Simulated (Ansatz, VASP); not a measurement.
**Sb3Au in VASP and in Ansatz**

File INCAR:

```
ALGO = Normal
EDIFF = 1E-7
ENCUT = 520
ISIF = 2
ISMEAR = -1
LASPH = True
LCHARG = False
LREAL = False
LWAVE = False
NBANDS = 21
NELM = 100
PREC = Accurate
SIGMA = 0.05
```

Contents of KPOINTS:

```
k-points
0
Gamma
  10 10 10
```

File POSCAR:

```
Sb3Au
1.0
   -3.0996229802      3.0996229802      3.0996229802
    3.0996229802     -3.0996229802      3.0996229802
    3.0996229802      3.0996229802     -3.0996229802
Sb Au
3 1
Direct
    0.0000000000      0.5000000000      0.5000000000
    0.5000000000      0.0000000000      0.5000000000
    0.5000000000      0.5000000000      0.0000000000
    0.0000000000      0.0000000000      0.0000000000
```

Input for Ansatz:

```yaml
crystal:
  lattice:
    - [-3.0996229802, 3.0996229802, 3.0996229802]
    - [3.0996229802, -3.0996229802, 3.0996229802]
    - [3.0996229802, 3.0996229802, -3.0996229802]
  atoms:
    - { symbol: Sb, position: [0.0, 0.5, 0.5] }
    - { symbol: Sb, position: [0.5, 0.0, 0.5] }
    - { symbol: Sb, position: [0.5, 0.5, 0.0] }
    - { symbol: Au, position: [0.0, 0.0, 0.0] }
kpoints:
  mp_grid: { grid: [10, 10, 10] }
  band_path:
    path:
      - [0.0, 0.0, 0.0]
      - [0.5, -0.5, 0.5]
      - [0.0, 0.0, 0.5]
      - [0.0, 0.0, 0.0]
      - [0.25, 0.25, 0.25]
      - [0.5, -0.5, 0.5]
      - [0.25, 0.25, 0.25]
      - [0.0, 0.0, 0.5]
    npoints: 5
scf:
  occupations: { method: fermi_dirac, width: 0.05 }
hamiltonian:
  xc: lda
  pseudopotentials: { kind: all_electron, lapw: { basis_error: 0.001 } }
output:
  forces: true
  stress: true
  eigenvalues: true
```

Change from the starting cell: volume scaled by 1.06.

Alike in both runs: task single point; functional LDA; k mesh 10 × 10 × 10; occupations fermi-dirac, width 0.05 eV; no spin polarisation.

|  | VASP | Ansatz |
| --- | --- | --- |
| version | VASP 6.6.1 | Ansatz 0.2.0 |
| potentials or method | VASP PAW LDA potentials, release 64 (Sb, Au), cutoff 520 eV | all-electron LAPW, scalar-relativistic |

```csv
,VASP,Ansatz,Ansatz less VASP
pressure (GPa),-9.8,-9.8,-0.05
```

LDA's correlation is that of Perdew and Zunger in VASP and of Perdew and Wang (1992) in Ansatz. Ansatz ran all-electron here, and VASP with PAW potentials.

Neither program's run includes spin-orbit coupling.
